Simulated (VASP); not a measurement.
Input of a VASP 6.6.1 run:

Contents of INCAR:

```
SYSTEM = Li2S
ALGO = Normal
EDIFF = 1E-6
ENCUT = 520
GGA = PE
ISIF = 2
ISMEAR = 0
LASPH = .True.
LCHARG = .False.
LREAL = .False.
LWAVE = .False.
NBANDS = 13
NELM = 100
PREC = Accurate
SIGMA = 0.1
```

File KPOINTS:

```
k-points
0
Gamma
  6 6 6
  0 0 0
```

The input POSCAR:

```
Li2S
1.0
    0.0000000000      2.8445000000      2.8445000000
    2.8445000000      0.0000000000      2.8445000000
    2.8445000000      2.8445000000      0.0000000000
Li S
2 1
Direct
    0.2500000000      0.2500000000      0.2500000000
    0.7500000000      0.7500000000      0.7500000000
    0.0000000000      0.0000000000      0.0000000000
```

Potentials or basis: VASP PAW PBE potentials, release 64 (Li_sv, S).

Run with:

```bash
$ cat potpaw_PBE.64/Li_sv/POTCAR potpaw_PBE.64/S/POTCAR > POTCAR
$ mpirun -np 1 vasp_std > vasp.out
```

(1) Predict the band gap on the k mesh.

Results:

(1) 3.39 eV (least direct gap 4.30 eV).
